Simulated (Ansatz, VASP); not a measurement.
# Hf3N4 in VASP and in Ansatz

File INCAR:

```
SYSTEM = Hf3N4
ALGO = Normal
EDIFF = 1E-7
EDIFFG = -0.01
ENCUT = 600
GGA = PS
GGA_COMPAT = .False.
IBRION = 2
ISIF = 3
ISMEAR = -1
LASPH = .True.
LCHARG = .False.
LREAL = .False.
LWAVE = .False.
NELM = 120
NELMIN = 4
NSW = 80
PREC = Accurate
SIGMA = 0.02
```

KPOINTS

```
k-points
0
Gamma
  6 6 6
  0 0 0
```

The input POSCAR:

```
Hf3N4
1.0
   -3.3505000000      3.3505000000      3.3505000000
    3.3505000000     -3.3505000000      3.3505000000
    3.3505000000      3.3505000000     -3.3505000000
Hf N
6 8
Direct
    0.2500000000      0.6250000000      0.3750000000
    0.3750000000      0.2500000000      0.6250000000
    0.7500000000      0.8750000000      0.1250000000
    0.1250000000      0.7500000000      0.8750000000
    0.6250000000      0.3750000000      0.2500000000
    0.8750000000      0.1250000000      0.7500000000
    0.1260000000      0.1260000000      0.1260000000
    0.8740000000      0.5000000000      0.0000000000
    0.5000000000      0.0000000000      0.3740000000
    0.0000000000      0.8740000000      0.5000000000
    0.3740000000      0.5000000000      0.0000000000
    0.6260000000      0.6260000000      0.6260000000
    0.0000000000      0.3740000000      0.5000000000
    0.5000000000      0.0000000000      0.8740000000
```

Input for Ansatz:

```yaml
crystal:
  lattice:
    - [-3.3505, 3.3505, 3.3505]
    - [3.3505, -3.3505, 3.3505]
    - [3.3505, 3.3505, -3.3505]
  atoms:
    - { symbol: Hf, position: [0.25, 0.625, 0.375] }
    - { symbol: Hf, position: [0.375, 0.25, 0.625] }
    - { symbol: Hf, position: [0.75, 0.875, 0.125] }
    - { symbol: Hf, position: [0.125, 0.75, 0.875] }
    - { symbol: Hf, position: [0.625, 0.375, 0.25] }
    - { symbol: Hf, position: [0.875, 0.125, 0.75] }
    - { symbol: "N", position: [0.126, 0.126, 0.126] }
    - { symbol: "N", position: [0.874, 0.5, 0.0] }
    - { symbol: "N", position: [0.5, 0.0, 0.374] }
    - { symbol: "N", position: [0.0, 0.874, 0.5] }
    - { symbol: "N", position: [0.374, 0.5, 0.0] }
    - { symbol: "N", position: [0.626, 0.626, 0.626] }
    - { symbol: "N", position: [0.0, 0.374, 0.5] }
    - { symbol: "N", position: [0.5, 0.0, 0.874] }
  symmetry: { tolerance: 0.0003 }
hamiltonian:
  xc: pbesol
  pseudopotentials: { kind: paw, azcp: { folder: soft_1 } }
basis:
  ecutwfc: 420
magnetization:
  spin_polarized: false
scf:
  occupations: { method: fermi_dirac, width: 0.02 }
kpoints:
  mp_grid: { grid: [6, 6, 6], shift: [0, 0, 0] }
output:
  forces: true
  stress: true
  eigenvalues: true
relax:
  max_steps: 60
  cell: {}
```

Alike in both runs: task relaxation of cell and atoms; functional PBEsol; k mesh 6 × 6 × 6; occupations fermi-dirac, width 0.02 eV; no spin polarisation.

```csv
,VASP,Ansatz
version,VASP 6.6.1,Ansatz 0.2.0
potentials or method,"VASP PAW PBE potentials, release 64 (Hf_pv, N), cutoff 600 eV",PAW plane waves
valence electrons in the cell,100,196
```

```tsv
	VASP	Ansatz	Ansatz less VASP
gap on the k mesh at the Fermi level, each at its own relaxed structure (eV)	1.02	1.02	-0.003
relaxed volume (Å³/atom)	10.41	10.51	+0.103
relaxed length of the cell vector where the two differ most in proportion (Å)	5.742	5.760	+0.0188
```

VASP's potentials were made for PBE, not for PBEsol, and Ansatz warns of the same on its side. VASP's potentials hold 100 valence electrons a cell and Ansatz's 196, so a difference there can come from the potentials and not from the codes.

Neither program's run includes spin-orbit coupling.
